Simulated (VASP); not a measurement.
Set up this calculation in VASP 6.6.1, as the native input.

```
Task                   : relaxation of cell and atoms
Functional             : PBE
Potentials or basis    : VASP PAW PBE potentials, release 64 (Cu, Re)
Cutoff                 : 600 eV
k mesh                 : 4 × 4 × 4
Occupations            : gaussian, width 0.1 eV
Spin                   : no spin polarisation
Dipole correction      : no
Further INCAR settings : ALGO = Normal; EDIFF = 1e-07; IBRION = 2; EDIFFG = -0.04; NSW = 90; ISIF = 3
```

The structure of Cu4Re3 lies in POSCAR:

```
Cu4Re3
1.0
    4.6184778700      0.0000000000      0.0000000000
    0.0000000000      4.6184778700      0.0000000000
    0.0000000000      0.0000000000      4.6184778700
Cu Re
4 3
Direct
    0.0000000000      0.0000000000      0.0000000000
    0.0000000000      0.5000000000      0.5000000000
    0.5000000000      0.0000000000      0.5000000000
    0.5000000000      0.5000000000      0.0000000000
    0.5000000000      0.0000000000      0.0000000000
    0.0000000000      0.5000000000      0.0000000000
    0.0000000000      0.0000000000      0.5000000000
```

These files were run (other wordings do the same):

INCAR

```
PREC = Accurate ; ENCUT = 600
EDIFF = 1E-7 ; ISMEAR = 0
SIGMA = 0.1 ; LREAL = F
LASPH = T ; NELM = 80
ALGO = Normal ; ISIF = 3
LWAVE = F ; LCHARG = F
GGA = PE ; IBRION = 2
NSW = 90 ; EDIFFG = -0.04
```

KPOINTS

```
regular mesh
0
Gamma
  4 4 4
```

Potentials or basis: VASP PAW PBE potentials, release 64 (Cu, Re).

Launch:

```sh
$ cat potpaw_PBE.64/Cu/POTCAR potpaw_PBE.64/Re/POTCAR > POTCAR
$ mpirun -np 1 vasp_std > vasp.out
```

It gave:

The relaxed volume is 16.61 Å³/atom. The relaxed cell is a = 4.881 Å, b = 4.881 Å, c = 4.881 Å, α = 90.00°, β = 90.00°, γ = 90.00° and the space group after relaxing (to 0.05 Å) is Pm-3m (No. 221). The energy gained by relaxing is 261.0 meV/atom, the ionic steps are 5 and the pressure after relaxing is 0.1 GPa.

Caveat: the volume moved by over 15 % at a fixed basis, so the end points are rough.

Run time: 8.5 min on 1 thread of Intel(R) Xeon(R) Platinum 8488C (Sapphire Rapids), with other jobs on the host, peak memory 0.27 GiB.
